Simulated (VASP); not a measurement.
Set up this calculation in VASP 6.6.1, as the native input.

```yaml
Task: single point
Functional: PBE-based screened hybrid with 15 % exact exchange
Potentials_or_basis: VASP PAW PBE potentials, release 64 (Cd, S)
Cutoff: 520 eV
k_mesh: 4 × 4 × 4
Occupations: fermi-dirac, width 0.02 eV
Spin: no spin polarisation
Dipole_correction: no
Grid_for_exact_exchange_PRECFOCK: Normal
Share_of_exact_exchange: 0.15
Further_INCAR_settings: ALGO = Normal; EDIFF = 1e-06; NBANDS = 16
Screening_parameter: 0.3 1/Å
```

CdS:

```
Cd S
1.0
     3.38691    0.00000    0.00000
     0.00000    3.38691    0.00000
     0.00000    0.00000    3.38691
Cd S
1 1
Direct
  0.00000 0.00000 0.00000
  0.50000 0.50000 0.50000
```

The input as run:

POSCAR

```
CdS
1.0
    3.3869086123      0.0000000000      0.0000000000
    0.0000000000      3.3869086123      0.0000000000
    0.0000000000      0.0000000000      3.3869086123
Cd S
1 1
Direct
    0.0000000000      0.0000000000      0.0000000000
    0.5000000000      0.5000000000      0.5000000000
```

INCAR.step1

```
SYSTEM = CdS
  PREC = Accurate
  ENCUT = 520
  EDIFF = 1E-5
  ISMEAR = -1
  SIGMA = 0.02
  LREAL = .FALSE.
  LASPH = .TRUE.
  NELM = 60
  ALGO = Normal
  ISIF = 2
  LWAVE = .TRUE.
  GGA = PE
  NBANDS = 16
```

INCAR.step2

```
SYSTEM = CdS
  PREC = Accurate
  ENCUT = 520
  EDIFF = 1E-6
  ISMEAR = -1
  SIGMA = 0.02
  LREAL = .FALSE.
  LASPH = .TRUE.
  NELM = 60
  ALGO = Normal
  ISIF = 2
  LWAVE = .FALSE.
  LCHARG = .TRUE.
  GGA = PE
  LHFCALC = .TRUE.
  AEXX = 0.15
  HFSCREEN = 0.3
  PRECFOCK = Normal
  LELF = .TRUE.
  LVHAR = .TRUE.
  ISTART = 1
  NBANDS = 16
```

KPOINTS

```
regular mesh
0
G
  4 4 4
  0 0 0
```

Potentials or basis: VASP PAW PBE potentials, release 64 (Cd, S).

The run is started by

```bash
$ cat potpaw_PBE.64/Cd/POTCAR potpaw_PBE.64/S/POTCAR > POTCAR
$ cp INCAR.step1 INCAR
$ mpirun -np 1 vasp_std > vasp.out
$ cp INCAR.step2 INCAR
$ mpirun -np 1 vasp_std > vasp.out
```

Results of the run:

- Pressure: 1.5 GPa
- Band gap on the k mesh: zero (bands 9 and 10 overlap by 0.64 eV)

Caveat: the k points lie up to 0.46 Å⁻¹ apart, too coarse for converged energies and pressures of a metal; the structure was generated, so it needn't be the stable form of CdS; the PAW data sets were made with another functional, which shifts forces and pressure a little.

Run time: 6.9 min on 1 thread of AMD EPYC 7R13 Processor (Zen 3) (shared host), peak memory 0.23 GiB.
